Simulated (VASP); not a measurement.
Input of a VASP 6.6.1 run:

File INCAR:

```
SYSTEM = BP
PREC = Accurate ; ENCUT = 520
EDIFF = 1E-6 ; ISMEAR = 0
SIGMA = 0.05 ; LREAL = .False.
LASPH = .True. ; NELM = 80
ALGO = Normal ; ISIF = 2
LWAVE = .False. ; LCHARG = .True.
GGA = PE ; LELF = .True.
LVHAR = .True. ; NBANDS = 11
```

KPOINTS

```
regular mesh
0
Gamma
  10 10 10
  0 0 0
```

Contents of POSCAR:

```
BP
1.0
    0.0000000000      2.4505200000      2.2690000000
    2.4505200000      0.0000000000      2.2690000000
    2.4505200000      2.4505200000      0.0000000000
B P
1 1
Direct
    0.0000000000      0.0000000000      0.0000000000
    0.7500000000      0.7500000000      0.7500000000
```

Potentials or basis: VASP PAW PBE potentials, release 64 (B, P).

The run is started by

```console
$ cat potpaw_PBE.64/B/POTCAR potpaw_PBE.64/P/POTCAR > POTCAR
$ mpirun -np 1 vasp_std > vasp.out
```

(1) What does it give for the pressure?

(2) Predict the band gap on the k mesh.

## Answers

(1) -18.0 GPa.

(2) 0.40 eV, indirect (least direct gap 2.52 eV).

Caveat: the cell differs from its parent crystal (strain +0.080 along x and y, +0.000 along z).
